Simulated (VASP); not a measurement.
Wanted: the native input for a VASP 6.6.1 run.

| Property | Result |
| --- | --- |
| Task | single point |
| Functional | PBEsol |
| Potentials or basis | VASP PAW PBE potentials, release 64 (Pb_d, Se) |
| Cutoff | 520 eV |
| k mesh | 8 × 8 × 8 |
| Occupations | fermi-dirac, width 0.05 eV |
| Spin | no spin polarisation |
| Dipole correction | no |
| Further INCAR settings | ALGO = Normal; EDIFF = 1e-06; NBANDS = 17 |

The structure of PbSe (Clausthalite) lies in POSCAR:

```
PbSe
1.0
    0.0000000000      3.1009263293      3.1009263293
    3.1009263293      0.0000000000      3.1009263293
    3.1009263293      3.1009263293      0.0000000000
Pb Se
1 1
Direct
    0.0000000000      0.0000000000      0.0000000000
    0.5000000000      0.5000000000      0.5000000000
```

These files were run (other wordings do the same):

INCAR

```
SYSTEM = PbSe
PREC     = Accurate       ! precision mode
ENCUT    = 520            ! plane-wave cutoff, eV
EDIFF    = 1E-6           ! SCF threshold, eV
ISMEAR   = -1             ! smearing method
SIGMA    = 0.05           ! smearing width, eV
LREAL    = .False.        ! projectors in reciprocal space
LASPH    = .True.         ! aspherical terms in the spheres
NELM     = 80             ! most SCF steps
ALGO     = Normal         ! electronic algorithm
ISIF     = 2              ! what is computed and relaxed
LWAVE    = .False.        ! write WAVECAR
LCHARG   = .True.         ! write CHGCAR
GGA      = PS             ! functional
LELF     = .True.         ! ELF
LVHAR    = .True.       
NBANDS   = 17             ! bands
```

KPOINTS

```
regular mesh
0
Gamma
  8 8 8
  0 0 0
```

Potentials or basis: VASP PAW PBE potentials, release 64 (Pb_d, Se).

Command:

```console
$ cat potpaw_PBE.64/Pb_d/POTCAR potpaw_PBE.64/Se/POTCAR > POTCAR
$ mpirun -np 1 vasp_std > vasp.out
```

Results of the run:

| Property | Result |
| --- | --- |
| Pressure | -2.4 GPa |
| Band gap on the k mesh | 0.33 eV, direct |

Caveat: the PAW data sets were made with another functional, which shifts forces and pressure a little; spin-orbit coupling is left out, which moves the levels of the heavy elements.

Run time: 28 s on 1 thread of Intel(R) Xeon(R) Platinum 8259CL CPU @ 2.50GHz (Skylake/Cascade Lake) (shared host), peak memory 0.21 GiB.
